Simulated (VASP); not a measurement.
# BAs (F-43m) in VASP: single point with LDA

Aim: the single point of BAs with LDA.

All numbers are computed with VASP 6.6.1; they aren't measurements. Logs are shortened: lines on timing, memory, paths and dates and some standing lists are left out, and cuts for length are marked.

## 1. The cell of the first run

Symmetry: F-43m, No. 216, cubic system. The conventional cell has a = 4.777 Å, b = 4.777 Å, c = 4.777 Å, α = 90.00°, β = 90.00°, γ = 90.00°. B (site symmetry -43m) has 4 As at 2.07 Å within 2.7 Å. As (site symmetry -43m) has 4 B at 2.07 Å within 2.7 Å.

## 2. Single point, LDA

Input file INCAR:

```
SYSTEM = BAs
  PREC = Accurate
  ENCUT = 500
  EDIFF = 1E-6
  ISMEAR = 0
  SIGMA = 0.01
  LREAL = .FALSE.
  LASPH = .TRUE.
  NELM = 120
  ALGO = Normal
  ISIF = 2
  LWAVE = .FALSE.
  LCHARG = .TRUE.
  LELF = .TRUE.
  LVHAR = .TRUE.
  NBANDS = 11
  GGA_COMPAT = .FALSE.
```

Input file KPOINTS:

```
Automatic mesh
0
G
  8 8 8
  0 0 0
```

Input file POSCAR:

```
BAs
1.0
    0.0000000000      2.3885000000      2.3885000000
    2.3885000000      0.0000000000      2.3885000000
    2.3885000000      2.3885000000      0.0000000000
B As
1 1
Direct
    0.0000000000      0.0000000000      0.0000000000
    0.2500000000      0.2500000000      0.2500000000
```

Potentials or basis: VASP PAW LDA potentials, release 64 (B, As).

Run with:

```
$ cat potpaw_LDA.64/B/POTCAR potpaw_LDA.64/As/POTCAR > POTCAR
$ mpirun -np 1 vasp_std > vasp.out
```

OUTCAR:

```text
SYSTEM = BAs
   PREC = Accurate
   ENCUT = 500
   EDIFF = 1E-6
   ISMEAR = 0
   LREAL = .FALSE.
   LASPH = .TRUE.
   NELM = 120
   ISIF = 2

 ion  position               nearest neighbor table
   1  0.000  0.000  0.000-   2 2.07   2 2.07   2 2.07   2 2.07
   2  0.250  0.250  0.250-   1 2.07   1 2.07   1 2.07   1 2.07

  LATTYP: Found a face centered cubic cell.
 ALAT       =     4.7770000000

  Lattice vectors:

 A1 = (   0.0000000000,   2.3885000000,   2.3885000000)
 A2 = (   2.3885000000,   0.0000000000,   2.3885000000)
 A3 = (   2.3885000000,   2.3885000000,   0.0000000000)

Analysis of symmetry for initial positions (statically):
=====================================================================
 Subroutine PRICEL returns:
 Original cell was already a primitive cell.

 Routine SETGRP: Setting up the symmetry group for a
 face centered cubic supercell.

 Subroutine GETGRP returns: Found 24 space group operations
 (whereof 24 operations were pure point group operations)
 out of a pool of 48 trial point group operations.

The static configuration has the point symmetry T_d .

Analysis of symmetry for dynamics (positions and initial velocities):
=====================================================================
 Subroutine PRICEL returns:
 Original cell was already a primitive cell.

 Routine SETGRP: Setting up the symmetry group for a
 face centered cubic supercell.

 Subroutine GETGRP returns: Found 24 space group operations
 (whereof 24 operations were pure point group operations)
 out of a pool of 48 trial point group operations.

The dynamic configuration has the point symmetry T_d .

 Subroutine INISYM returns: Found 24 space group operations
 (whereof 24 operations are pure point group operations),
 and found     1 'primitive' translations

----------------------------------------------------------------------------------------

                                     Primitive cell

  volume of cell :      27.2525

  direct lattice vectors                    reciprocal lattice vectors
     0.000000000  2.388500000  2.388500000    -0.209336404  0.209336404  0.209336404
     2.388500000  0.000000000  2.388500000     0.209336404 -0.209336404  0.209336404
     2.388500000  2.388500000  0.000000000     0.209336404  0.209336404 -0.209336404

  length of vectors
     3.377849094  3.377849094  3.377849094     0.362581287  0.362581287  0.362581287

  position of ions in fractional coordinates (direct lattice)
     0.000000000  0.000000000  0.000000000
     0.250000000  0.250000000  0.250000000

  ion indices of the primitive-cell ions
   primitive index   ion index
[... 85 lines left out ...]
   NELECT =       8.0000    total number of electrons
   NUPDOWN=      -1.0000    fix difference up-down
   EMIN   =  10.00;   EMAX   =-10.00  energy-range for DOS
   EFERMI =   0.00;   METHOD = LEGACY
   ISMEAR =     0;   SIGMA  =   0.01  broadening in eV -4-tet -1-fermi 0-gaus
   EFERMI_NEDOS =   21; number of points for ismear=-14 and -15
   IALGO  =     38    algorithm
   IMIX   =      4    mixing-type and parameters
     AMIX     =   0.40;   BMIX     =  1.00
     AMIX_MAG =   1.60;   BMIX_MAG =  1.00
  volume/ion in A,a.u.               =      13.63        91.95
  Fermi-wavevector in a.u.,A,eV,Ry     =   1.088018  2.056057 16.106360  1.183784
  Thomas-Fermi vector in A             =   2.224191
   LORBIT       =      0    0 simple, 1 ext, 2 COOP (PROOUT), +10 PAW based schemes
   GGA     = CA    functional components
   LHFCALC =     F    Hartree Fock is set to
   AEXX    =    0.0000 exact exchange contribution
   IVDW    =     0    specifies the selected vdW correction
   LEPSILON=     F    determine dielectric tensor
   LRPA    =     F    only Hartree local field effects (RPA)
 non-spin polarized calculation
 Gauss-broadening in eV      SIGMA  =   0.01
  energy-cutoff  :      500.00
  volume of cell :       27.25
 maximum number of plane-waves:       701
 NGX is ok and might be reduce to    28
   NGX = 13   NGY = 13   NGZ = 13

 number of electron       8.0000000 magnetization

 Free energy of the ion-electron system (eV)
  ---------------------------------------------------
  ext. energy  EPLUGINS =         0.00000000
  ---------------------------------------------------
  free energy    TOTEN  =       -12.91843257 eV

  energy without entropy =      -12.91843257  energy(sigma->0) =      -12.91843257

 E-fermi :   6.2013     XC(G=0): -10.7837

 val. band max:        6.1578531292   @ k =   0.0000   0.0000   0.0000
 cond. band min:       7.2944113289   @ k =   0.3750   0.3750   0.0000
 fundamental gap:      1.1365581998
 Fermi energy:         6.2013218256

 k-point     1 :       0.0000    0.0000    0.0000
  band No.  band energies     occupation
      1      -9.2191      2.00000
      2       6.1579      2.00000
      3       6.1579      2.00000
      4       6.1579      2.00000
      5       9.4067      0.00000
      6       9.4067      0.00000
      7       9.4067      0.00000
      8      10.8504      0.00000
      9      15.5135      0.00000
     10      19.1899      0.00000
     11      19.1899      0.00000
[... 309 lines left out ...]
 k-point    24 :      -0.3750    0.2500    0.1250
  band No.  band energies     occupation
      1      -5.7981      2.00000
      2      -2.0803      2.00000
      3       1.6089      2.00000
      4       3.0836      2.00000
      5      10.0698      0.00000
      6      10.8817      0.00000
      7      13.5495      0.00000
      8      15.0957      0.00000
      9      16.4041      0.00000
     10      20.2649      0.00000
     11      21.2532      0.00000

 [... further k-points ...]

------------------------ aborting loop because EDIFF is reached ----------------------------------------

  FORCE on cell =-STRESS in cart. coord.  units (eV):
  Direction    XX          YY          ZZ          XY          YZ          ZX
  --------------------------------------------------------------------------------------
  -------------------------------------------------------------------------------------
  Total       -0.5244743     -0.5244743     -0.5244743     -0.0000000     -0.0000000     -0.0000000
  in kB      -30.8339447    -30.8339447    -30.8339447     -0.0000000     -0.0000000     -0.0000000
  external PRESSURE =     -30.8339447 kB  Pullay stress =       0.0000000 kB

 VOLUME and BASIS-vectors are now :
 -----------------------------------------------------------------------------
  energy-cutoff  :      500.00
  volume of cell :       27.25
      direct lattice vectors                 reciprocal lattice vectors
     0.000000000  2.388500000  2.388500000    -0.209336404  0.209336404  0.209336404
     2.388500000  0.000000000  2.388500000     0.209336404 -0.209336404  0.209336404
     2.388500000  2.388500000  0.000000000     0.209336404  0.209336404 -0.209336404

 POSITION                                       TOTAL-FORCE (eV/Angst)
 -----------------------------------------------------------------------------------
      0.00000      0.00000      0.00000         0.000000      0.000000     -0.000000
      1.19425      1.19425      1.19425        -0.000000     -0.000000      0.000000
 -----------------------------------------------------------------------------------
    total drift:                               -0.000000     -0.000000     -0.000000

  FREE ENERGIE OF THE ION-ELECTRON SYSTEM (eV)
  ---------------------------------------------------
  free  energy   TOTEN  =       -12.9184325726 eV

  energy  without entropy=      -12.9184325726  energy(sigma->0) =      -12.91843257
```

It took 17 s on 1 thread of Intel Xeon 8259CL, shared host; peak memory 0.14 GiB.

Results:

| Property | Result |
| --- | --- |
| Free energy | -12.9184 eV |
| Pressure | -3.1 GPa |
| Band gap on the k mesh | 1.14 eV, indirect (least direct gap 3.25 eV) |

Levels at points of the mesh, in eV from the valence-band top:
```
           k point  band 2  band 3  band 4  band 5  band 6  band 7
(0.00, 0.00, 0.00)    0.00    0.00    0.00    3.25    3.25    3.25
(0.50, 0.00, 0.00)   -8.76   -1.82   -1.82    2.69    4.75    4.75
(0.50, 0.50, 0.00)   -8.43   -4.08   -4.08    1.34    1.41   11.23
```

A k mesh can miss the band edges. As with any semilocal functional, this LDA gap is likely too small.
